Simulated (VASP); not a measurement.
# AlN: single point with LDA

AlN:

```
Al N
1.0
     0.00000   -2.02217   -2.02217
     0.00000    2.02217   -2.02217
     4.04433    0.00000    0.00000
Al N
2 2
Direct
  0.51117 0.48883 0.00000
  0.98883 0.01117 0.50000
  0.49543 0.50457 0.50000
  0.00457 0.99543 0.00000
```

* Program: VASP 6.6.1
* Task: single point
* Functional: LDA
* Potentials or basis: VASP PAW LDA potentials, release 64 (Al, N)
* Cutoff: 520 eV
* k mesh: 8 × 8 × 6
* Occupations: gaussian, width 0.05 eV
* Spin: no spin polarisation
* Dipole correction: no
* Further INCAR settings: ALGO = Normal; EDIFF = 1e-06; NBANDS = 16

```yaml
Pressure: -5.8 GPa
Largest_force: 0.471 eV/Å
Band_gap_on_the_k_mesh: 4.44 eV
```

Forces on the atoms (eV/Å):
```
Al   0.000  0.471  0.000
Al   0.000 -0.471  0.000
N    0.000 -0.117  0.000
N    0.000  0.117  0.000
```

Stress tensor (GPa, compression positive):
```
-5.75  0.00  0.00
 0.00 -5.60  0.00
 0.00  0.00 -6.13
```

Levels at points of the mesh, in eV from the valence-band top:
```tsv
k point	band 4	band 5	band 6	band 7	band 8	band 9	band 10	band 11	band 12	band 13
(0.00, 0.00, 0.00)	-2.81	-2.81	-0.01	0.00	0.00	4.45	5.20	5.75	11.93	12.01
(0.50, 0.00, 0.00)	-5.92	-4.17	-4.16	-1.15	-1.12	8.16	8.34	10.24	10.34	10.49
(0.50, 0.50, 0.00)	-7.41	-2.81	-2.81	-2.81	-2.81	4.44	4.45	5.18	5.19	13.87
(0.00, 0.00, 0.50)	-3.78	-1.64	-1.64	-1.64	-1.64	7.36	7.36	7.61	7.61	11.05
(0.50, 0.00, 0.50)	-8.34	-1.08	-1.08	-1.08	-1.08	6.11	6.11	10.78	10.78	10.79
(0.50, 0.50, 0.50)	-5.73	-5.73	-5.73	-3.94	-3.94	7.91	7.91	10.59	10.59	10.60
```

It took 11 s on 1 thread of Intel(R) Xeon(R) 6975P-C (Granite Rapids) (shared host), peak memory 0.15 GiB.

A k mesh can miss the band edges. As with any semilocal functional, this LDA gap is likely too small.
